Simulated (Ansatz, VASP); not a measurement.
One calculation of MnBr3, two programs

```
Mn Br
1.0
     5.09039    0.00000    0.00000
     0.00000    5.09039    0.00000
     0.00000    0.00000    5.09039
Mn Br
1 3
Direct
  0.00000 0.00000 0.00000
  0.50000 0.00000 0.00000
  0.00000 0.00000 0.50000
  0.00000 0.50000 0.00000
```

Alike in both runs: task single point; functional LDA; k mesh 8 × 8 × 8; occupations gaussian, width 0.05 eV; collinear spin.

|  | VASP | Ansatz |
| --- | --- | --- |
| version | VASP 6.6.1 | Ansatz 0.2.0 |
| potentials or method | VASP PAW LDA potentials, release 64 (Mn_pv, Br), cutoff 520 eV | scalar-relativistic, plane waves, PAW |
| valence electrons in the cell | 34 | 36 |

```csv
,VASP,Ansatz,Ansatz less VASP
gap on the k mesh at the Fermi level (eV),none,none,-
pressure (GPa),-3.7,-3.6,+0.09
net moment per atom (μB),1.03,1.03,+0.002
size of the moment on the site where the two differ most (μB),3.71,3.69,-0.021
```

LDA's correlation is that of Perdew and Zunger in VASP and of Perdew and Wang (1992) in Ansatz. Site moments also hang on the region over which each program counts them. A gap of «none» marks a metal or a gap that the smearing closes. VASP's potentials hold 34 valence electrons a cell and Ansatz's 36, so a difference there can come from the potentials and not from the codes.
